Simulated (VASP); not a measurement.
Here is a VASP 6.6.1 calculation.

The input INCAR:

```
SYSTEM = Fe
PREC     = Accurate       ! precision mode
ENCUT    = 520            ! plane-wave cutoff, eV
EDIFF    = 1E-6           ! SCF threshold, eV
ISMEAR   = -1             ! smearing method
SIGMA    = 0.1            ! smearing width, eV
LREAL    = .False.        ! projectors in reciprocal space
LASPH    = .True.         ! aspherical terms in the spheres
NELM     = 150            ! most SCF steps
ALGO     = Normal         ! electronic algorithm
ISIF     = 2              ! what is computed and relaxed
LWAVE    = .False.        ! write WAVECAR
LCHARG   = .False.        ! write CHGCAR
ISPIN    = 2              ! spin polarisation
MAGMOM   = 0 4            ! initial moments
LORBIT   = 11             ! projections on sites
LMAXMIX  = 4              ! l up to which the mixer works
GGA      = PS             ! functional
NBANDS   = 19             ! bands
```

KPOINTS

```
Automatic mesh
0
Gamma
  6 12 12
  0 0 0
```

POSCAR

```
Fe
1.0
    0.0000000000      3.5830000000      3.5830000000
    1.7915000000      0.0000000000      1.7915000000
    1.7915000000      1.7915000000      0.0000000000
Fe
2
Direct
    0.0000000000      0.0000000000      0.0000000000
    0.5000000000      0.0000000000      0.0000000000
```

Potentials or basis: VASP PAW PBE potentials, release 64 (Fe).

Command:

```console
$ cat potpaw_PBE.64/Fe/POTCAR > POTCAR
$ mpirun -np 1 vasp_std > vasp.out
```

Estimate the site moments.

Fe +0.04, +1.75 μB.

Estimate the net moment.

1.81 μB per cell.

Stress tensor (GPa, compression positive):
```
-25.59  -0.22  -0.22
 -0.22 -25.59   0.22
 -0.22   0.22 -25.59
```

Caveat: the PAW data sets were made with another functional, which shifts forces and pressure a little.
